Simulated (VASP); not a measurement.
Input of a VASP 6.6.1 run:

Contents of INCAR:

```
SYSTEM = Zr3Ag
PREC     = Accurate       ! precision mode
ENCUT    = 520            ! plane-wave cutoff, eV
EDIFF    = 1E-8           ! SCF threshold, eV
ISMEAR   = -1             ! smearing method
SIGMA    = 0.05           ! smearing width, eV
LREAL    = .False.        ! projectors in reciprocal space
LASPH    = .True.         ! aspherical terms in the spheres
NELM     = 100            ! most SCF steps
ALGO     = Normal         ! electronic algorithm
ISIF     = 2              ! what is computed and relaxed
LWAVE    = .False.        ! write WAVECAR
LCHARG   = .False.        ! write CHGCAR
GGA      = CA             ! functional
LEFG     = .True.       
NBANDS   = 32             ! bands
```

KPOINTS

```
Automatic mesh
0
Gamma
  7 7 8
  0 0 0
```

Contents of POSCAR:

```
Zr3Ag
1.0
    4.5660000000      0.0000000000      0.0000000000
    0.0000000000      4.5660000000      0.0000000000
    0.0000000000      0.0000000000      3.9062800000
Zr Ag
3 1
Direct
    0.5000000000      0.5000000000      0.0000000000
    0.0000000000      0.5000000000      0.5000000000
    0.5000000000      0.0000000000      0.5000000000
    0.0000000000      0.0000000000      0.0000000000
```

Potentials or basis: VASP PAW LDA potentials, release 64 (Zr_sv, Ag).

Command:

```bash
$ cat potpaw_LDA.64/Zr_sv/POTCAR potpaw_LDA.64/Ag/POTCAR > POTCAR
$ mpirun -np 1 vasp_std > vasp.out
```

Question: What does it give for the band gap on the k mesh?

Answer: Zero (an odd number of electrons rules out a gap without spin polarisation).

Question: What does it give for the pressure?

Answer: -2.9 GPa.

Electric field gradients, principal values (V/Å²):
```tsv
atom	least	middle	greatest (by size)
1 Zr	7.830	7.830	-15.661
2 Zr	-18.401	-25.785	44.186
3 Zr	-18.401	-25.785	44.186
4 Ag	-8.398	-8.398	16.796
```

Caveat: the cell differs from its parent crystal (zz strain of -2 %); without QUAD_EFG the Cq values of the log hold for a quadrupole moment of 1 mb, not for the nuclei.
